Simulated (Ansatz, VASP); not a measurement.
## One calculation of BN, two programs

Contents of INCAR:

```
SYSTEM = BN
PREC     = Accurate       ! precision mode
ENCUT    = 520            ! plane-wave cutoff, eV
EDIFF    = 1E-6           ! SCF threshold, eV
ISMEAR   = 0              ! smearing method
SIGMA    = 0.05           ! smearing width, eV
LREAL    = .FALSE.        ! projectors in reciprocal space
LASPH    = .TRUE.         ! aspherical terms in the spheres
NELM     = 60             ! most SCF steps
ALGO     = Normal         ! electronic algorithm
ISIF     = 2              ! what is computed and relaxed
LWAVE    = .FALSE.        ! write WAVECAR
LCHARG   = .TRUE.         ! write CHGCAR
GGA      = PE             ! functional
LELF     = .TRUE.         ! ELF
LVHAR    = .TRUE.       
NBANDS   = 26             ! bands
```

Contents of KPOINTS:

```
Automatic mesh
0
G
  6 6 10
  0 0 0
```

POSCAR

```
BN
1.0
    4.4226829661      0.0000000000      0.0000000000
    0.0000000000      4.4226829661      0.0000000000
    0.0000000000      0.0000000000      2.3962000000
B N
4 4
Direct
    0.1742811368      0.8257188632      0.5000000000
    0.3257188632      0.3257188632      0.0000000000
    0.6742811368      0.6742811368      0.0000000000
    0.8257188632      0.1742811368      0.5000000000
    0.8126115048      0.8126115048      0.5000000000
    0.3126115048      0.6873884952      0.0000000000
    0.6873884952      0.3126115048      0.0000000000
    0.1873884952      0.1873884952      0.5000000000
```

Input for Ansatz:

```yaml
crystal:
  lattice:
    - [4.4226829661, 0.0, 0.0]
    - [0.0, 4.4226829661, 0.0]
    - [0.0, 0.0, 2.3962]
  atoms:
    - { symbol: B, position: [0.1742811368, 0.8257188632, 0.5] }
    - { symbol: B, position: [0.3257188632, 0.3257188632, 0.0] }
    - { symbol: B, position: [0.6742811368, 0.6742811368, 0.0] }
    - { symbol: B, position: [0.8257188632, 0.1742811368, 0.5] }
    - { symbol: "N", position: [0.8126115048, 0.8126115048, 0.5] }
    - { symbol: "N", position: [0.3126115048, 0.6873884952, 0.0] }
    - { symbol: "N", position: [0.6873884952, 0.3126115048, 0.0] }
    - { symbol: "N", position: [0.1873884952, 0.1873884952, 0.5] }
basis:
  ecutwfc: 520.0
kpoints:
  mp_grid: { grid: [6, 6, 10] }
hamiltonian:
  xc: pbe
  pseudopotentials: { kind: paw, azcp: { folder: soft_1 } }
scf:
  occupations: { method: gaussian, width: 0.05 }
output:
  forces: true
  stress: true
  eigenvalues: true
```

Alike in both runs: task single point; functional PBE; k mesh 6 × 6 × 10; occupations gaussian, width 0.05 eV; no spin polarisation.

|  | VASP | Ansatz |
| --- | --- | --- |
| version | VASP 6.6.1 | Ansatz 0.2.0 |
| potentials or method | VASP PAW PBE potentials, release 64 (B, N), cutoff 520 eV | scalar-relativistic, plane waves, PAW |
| valence electrons in the cell | 32 | 32 |

|  | VASP | Ansatz | Ansatz less VASP |
| --- | --- | --- | --- |
| gap on the k mesh at the Fermi level (eV) | 4.73 | 4.75 | +0.014 |
| least direct gap on the mesh (eV) | 6.05 | 6.06 | +0.014 |
| rms of the force components (eV/Å) | 0.298 | 0.289 | -0.0085 |

Atom by atom the forces differ by 0.009 eV/Å (rms over components). The functional is the same, so the differences come from potentials, cutoffs and numerics.
